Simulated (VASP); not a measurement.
Ti: electric field gradients with PBE

Crystal: Ti.

```
Ti
1.0
     2.96953    0.00000    0.00000
    -1.48477    2.57169    0.00000
     0.00000    0.00000    4.71703
Ti
2
Direct
  0.33333 0.66667 0.25000
  0.66667 0.33333 0.75000
```

This cell differs from its parent crystal: volume scaled by 1.02.

- Program: VASP 6.6.1
- Task: electric field gradients
- Functional: PBE
- Potentials or basis: VASP PAW PBE potentials, release 64 (Ti_sv)
- Cutoff: 520 eV
- k mesh: 13 × 13 × 7
- Occupations: fermi-dirac, width 0.08 eV
- Spin: no spin polarisation
- Dipole correction: no
- Further INCAR settings: ALGO = Normal; EDIFF = 1e-08; NBANDS = 19

```
Pressure               : -3.8 GPa
Band gap on the k mesh : zero (band 12 reaches 8.71 eV, above the bottom of band 13 at 7.65 eV)
```

Stress tensor (GPa, compression positive):
```
-3.67  0.00  0.00
 0.00 -3.67  0.00
 0.00  0.00 -4.09
```

Levels at points of the mesh, in eV from the Fermi level:
```
           k point  band 9  band 10  band 11  band 12  band 13  band 14  band 15  band 16
(0.00, 0.00, 0.00)   -6.11    -2.59     0.66     0.77     0.77     0.85     1.24     1.24
```

Electric field gradients, principal values (V/Å²):
```
atom   least  middle  greatest (by size)
1 Ti  -7.839  -7.840              15.678
2 Ti  -7.839  -7.840              15.678
```

It took 24 s on 1 thread of Intel(R) Xeon(R) 6975P-C (Granite Rapids) (shared host), peak memory 0.17 GiB.

Caveat: without QUAD_EFG the Cq values of the log hold for a quadrupole moment of 1 mb, not for the nuclei.
